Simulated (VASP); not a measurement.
## BN: relaxation of cell and atoms with LDA

Crystal: BN.

```xyz
4
Lattice="2.3960 -0.0210 0.1693 -1.2162 2.1970 0.0101 0.4421 0.2856 6.7598" Properties=species:S:1:pos:R:3 pbc="T T T"
B     0.0775    1.4411    1.7069
B     1.4779    0.9820    5.2084
N     0.3106    1.6842    5.0990
N     1.3777    0.8157    1.8642
```

```yaml
Program: VASP 6.6.1
Task: relaxation of cell and atoms
Functional: LDA
Potentials_or_basis: VASP PAW LDA potentials, release 64 (B, N)
Cutoff: 600 eV
k_mesh: 12 × 12 × 4
Occupations: gaussian, width 0.05 eV
Spin: no spin polarisation
Dipole_correction: no
Further_INCAR_settings: ALGO = Normal; EDIFF = 1e-06; IBRION = 2; EDIFFG = -0.01; NSW = 100; ISIF = 3
```

The relaxed volume is 8.69 Å³/atom. The relaxed cell is a = 2.490 Å, b = 2.490 Å, c = 6.474 Å, α = 90.81°, β = 89.25°, γ = 120.00°, the space group after relaxing (to 0.1 Å) is C2/m (No. 12) and the pressure after relaxing is 0.0 GPa. The largest force after relaxing is 0.010 eV/Å and the band gap on the k mesh is 3.94 eV (least direct gap 4.35 eV).

Forces on the atoms (eV/Å):
```
B    0.002  0.003 -0.003
B    0.005 -0.004 -0.002
N   -0.005 -0.004  0.007
N   -0.002  0.005 -0.002
```

Stress tensor (GPa, compression positive):
```
-0.07  0.03 -0.08
 0.03  0.09  0.05
-0.08  0.05 -0.14
```

Final structure:
```xyz
4
Lattice="2.4903 -0.0017 0.0094 -1.2437 2.1573 -0.0157 0.0603 -0.0244 6.4740" Properties=species:S:1:pos:R:3 pbc="T T T"
B     0.0194    1.3980    1.6163
B     1.2874    0.7332    4.8516
N     0.0428    1.4529    4.8430
N     1.2641    0.6784    1.6245
```

Levels at points of the mesh, in eV from the valence-band top:
```
           k point  band 4  band 5  band 6  band 7  band 8  band 9  band 10  band 11  band 12
(0.00, 0.00, 0.00)   -4.10   -1.37   -1.37   -1.33   -1.32    5.07    10.36    11.50    11.51
(0.50, 0.00, 0.00)   -8.90   -4.24   -4.16   -1.64   -0.41    3.96     5.67     9.59    10.05
(0.00, 0.50, 0.00)   -8.92   -4.24   -4.16   -1.60   -0.50    4.15     5.52     9.60    10.03
(0.50, 0.50, 0.00)   -8.90   -4.24   -4.15   -1.65   -0.41    3.94     5.68     9.60    10.05
(0.00, 0.00, 0.50)   -5.48   -1.35   -1.35   -1.35   -1.35    7.62     7.68    11.58    11.58
(0.50, 0.00, 0.50)   -8.95   -4.20   -4.20   -1.03   -0.98    4.49     4.58    10.03    10.05
(0.00, 0.50, 0.50)   -8.95   -4.20   -4.20   -1.03   -0.97    4.47     4.59    10.05    10.05
(0.50, 0.50, 0.50)   -8.94   -4.20   -4.19   -1.02   -0.99    4.47     4.61    10.04    10.05
```

It took 40 min on 1 thread of AMD EPYC 9R45 (Zen 5), with other jobs on the host, peak memory 0.22 GiB.

A k mesh can miss the band edges. LDA usually gives volumes a few per cent too small.
